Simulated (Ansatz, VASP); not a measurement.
## Two plane-wave programs on Cr

```
Cr
1.0
    -1.42485    1.42485    1.42485
     1.42485   -1.42485    1.42485
     1.42485    1.42485   -1.42485
Cr
1
Cartesian
  0.0000 0.0000 0.0000
```

Alike in both runs: functional PBE; k mesh 10 × 10 × 10; occupations gaussian, width 0.1 eV; no spin polarisation.

Ansatz relaxed the structure, and its values are those at the end. VASP's run is a single point on that final structure, the one shown.

|  | VASP | Ansatz |
| --- | --- | --- |
| version | VASP 6.6.1 | Ansatz 0.2.0 |
| potentials or method | VASP PAW PBE potentials, release 64 (Cr_pv), cutoff 500 eV | scalar-relativistic, plane waves, PAW |
| valence electrons in the cell | 12 | 14 |

Ansatz gave:

* gap on the k mesh at the Fermi level (eV): none
* pressure (GPa): 0.1

Problem. Which values does VASP return?

Solution. gap on the k mesh at the Fermi level (eV): none; pressure (GPa): -0.7.

A gap of «none» marks a metal or a gap that the smearing closes. VASP's potentials hold 12 valence electrons a cell and Ansatz's 14, so a difference there can come from the potentials and not from the codes.
